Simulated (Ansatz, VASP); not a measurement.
# Si: VASP beside Ansatz

```
Si
1.0
    -1.62691    1.62691    1.32033
     1.62691   -1.62691    1.32033
     1.62691    1.62691   -1.32033
Si
1
Direct
  0.00000 0.00000 0.00000
```

Alike in both runs: task single point; functional PBE-based screened hybrid; k mesh 7 × 7 × 7; occupations fermi-dirac, width 0.05 eV; no spin polarisation.

```csv
,VASP,Ansatz
version,VASP 6.6.1,Ansatz 0.2.0
potentials or method,"VASP PAW PBE potentials, release 64 (Si), cutoff 520 eV",all-electron PAW datasets made for the crystal
```

```tsv
	VASP	Ansatz	Ansatz less VASP
gap on the k mesh at the Fermi level (eV)	none	none	-
pressure (GPa)	2.5	2.7	+0.12
traceless stress, the component that is largest in VASP (GPa)	-4.65	-4.65	+0.002
```

VASP's potentials were made for PBE, not for PBE-based screened hybrid. A gap of «none» marks a metal or a gap that the smearing closes. Ansatz ran all-electron here, and VASP with PAW potentials.

The k mesh is coarse, so the values compare programs but aren't converged. Noted on Ansatz's run: the k mesh is thin for a metal, which can move the energy by tens of meV per atom; the program warned that the printed levels may be off, so bands, gaps and densities of states are rough.
